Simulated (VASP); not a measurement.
Here is a VASP 6.6.1 calculation.

Contents of POSCAR:

```
KTaO3
1.0
    4.1877150000      0.0000000000      0.0000000000
    0.0000000000      3.9883000000      0.0000000000
    0.0000000000      0.0000000000      3.9883000000
K Ta O
1 1 3
Direct
    0.5000000000      0.5000000000      0.5000000000
    0.0000000000      0.0000000000      0.0000000000
    0.5000000000      0.0000000000      0.0000000000
    0.0000000000      0.5000000000      0.0000000000
    0.0000000000      0.0000000000      0.5000000000
```

File INCAR.step1:

```
PREC = Accurate
ENCUT = 520
ISMEAR = 0
SIGMA = 0.05
LREAL = False
LASPH = True
NELM = 100
NBANDS = 27
GGA = PE
ALGO = Normal
EDIFF = 1E-4
LWAVE = True
LCHARG = False
```

Contents of INCAR.step2:

```
PREC = Accurate
ENCUT = 520
EDIFF = 1E-6
ISMEAR = 0
SIGMA = 0.05
LREAL = False
LASPH = True
NELM = 100
ALGO = Normal
ISIF = 2
LWAVE = False
LCHARG = False
METAGGA = R2SCAN
LMIXTAU = True
NBANDS = 27
ISTART = 1
```

Contents of KPOINTS:

```
regular mesh
0
Gamma
  6 6 6
```

Potentials or basis: VASP PAW PBE potentials, release 64 (K_sv, Ta_pv, O).

Command:

```bash
$ cat potpaw_PBE.64/K_sv/POTCAR potpaw_PBE.64/Ta_pv/POTCAR potpaw_PBE.64/O/POTCAR > POTCAR
$ cp INCAR.step1 INCAR
$ mpirun -np 1 vasp_std > vasp.out
$ cp INCAR.step2 INCAR
$ mpirun -np 1 vasp_std > vasp.out
```

**Question.** Predict the pressure.

**Answer.** -7.4 GPa.

**Question.** What does it give for the band gap on the k mesh?

**Answer.** 2.41 eV (least direct gap 3.01 eV).

Stress tensor (GPa, compression positive):
```
-16.99   0.00   0.00
  0.00  -2.58   0.00
  0.00   0.00  -2.58
```

Caveat: the cell differs from its parent crystal (strain +0.0500 x Voigt [1, 0, 0, 0, 0, 0]); the stress differs along the axes, from -17 to -3 GPa; the PAW data sets were made with another functional, which shifts forces and pressure a little; spin-orbit coupling is left out, which moves the levels of the heavy elements. A k mesh can miss the band edges.
